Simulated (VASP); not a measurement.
KI, 2 atoms in the cell. It takes space group Fm-3m (No. 225, cubic). The conventional cell has a = 7.182 Å, b = 7.182 Å, c = 7.182 Å, α = 90.00°, β = 90.00°, γ = 90.00°. K (site symmetry m-3m) has 6 I at 3.59 Å within 4.7 Å. I (site symmetry m-3m) has 6 K at 3.59 Å within 4.7 Å. 

- Program: VASP 6.6.1
- Task: single point
- Functional: PBE
- Potentials or basis: VASP PAW PBE potentials, release 64 (K_sv, I)
- Cutoff: 500 eV
- k mesh: 4 × 4 × 4
- Occupations: gaussian, width 0.01 eV
- Spin: no spin polarisation
- Dipole correction: no
- Further INCAR settings: ALGO = Normal; EDIFF = 1e-06; NBANDS = 15

Potentials or basis: VASP PAW PBE potentials, release 64 (K_sv, I).

Run with:

```bash
$ cat potpaw_PBE.64/K_sv/POTCAR potpaw_PBE.64/I/POTCAR > POTCAR
$ mpirun -np 1 vasp_std > vasp.out
```

Hardware: 1 thread of Intel(R) Xeon(R) Platinum 8488C (Sapphire Rapids), with other jobs on the host.

**Question.** How long does it take, and how much memory?

**Answer.** Wall time 14 s on 1 thread of Intel(R) Xeon(R) Platinum 8488C (Sapphire Rapids), on a shared host, peak memory 0.23 GiB. Counts: scf iterations 12, k points 8.
